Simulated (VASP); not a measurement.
Input of a VASP 6.6.1 run:

Contents of INCAR:

```
PREC     = Accurate       # precision mode
ENCUT    = 520            # plane-wave cutoff, eV
EDIFF    = 1E-6           # SCF threshold, eV
ISMEAR   = 0              # smearing method
SIGMA    = 0.15           # smearing width, eV
LREAL    = False          # projectors in reciprocal space
LASPH    = True           # aspherical terms in the spheres
NELM     = 80             # most SCF steps
ALGO     = Normal         # electronic algorithm
ISIF     = 2              # what is computed and relaxed
LWAVE    = False          # write WAVECAR
LCHARG   = False          # write CHGCAR
GGA      = PE             # functional
NBANDS   = 16             # bands
```

Contents of KPOINTS:

```
regular mesh
0
Gamma
  16 16 16
```

The input POSCAR:

```
GaSb
1.0
    0.0000000000      3.2311974569      3.1069206316
    3.2311974569      0.0000000000      3.1069206316
    3.2311974569      3.2311974569      0.0000000000
Ga Sb
1 1
Direct
    0.0000000000      0.0000000000      0.0000000000
    0.7500000000      0.7500000000      0.7500000000
```

Potentials or basis: VASP PAW PBE potentials, release 64 (Ga_d, Sb).

Run with:

```console
$ cat potpaw_PBE.64/Ga_d/POTCAR potpaw_PBE.64/Sb/POTCAR > POTCAR
$ mpirun -np 1 vasp_std > vasp.out
```

(1) Estimate the band gap on the k mesh.

(2) Predict the pressure.

## Answers

(1) 0.13 eV, indirect (least direct gap 0.19 eV).

(2) -2.9 GPa.

Caveat: the cell differs from its parent crystal (strain +0.0400 x Voigt [1, 1, 0, 0, 0, 0]); spin-orbit coupling is left out, which moves the levels of the heavy elements.
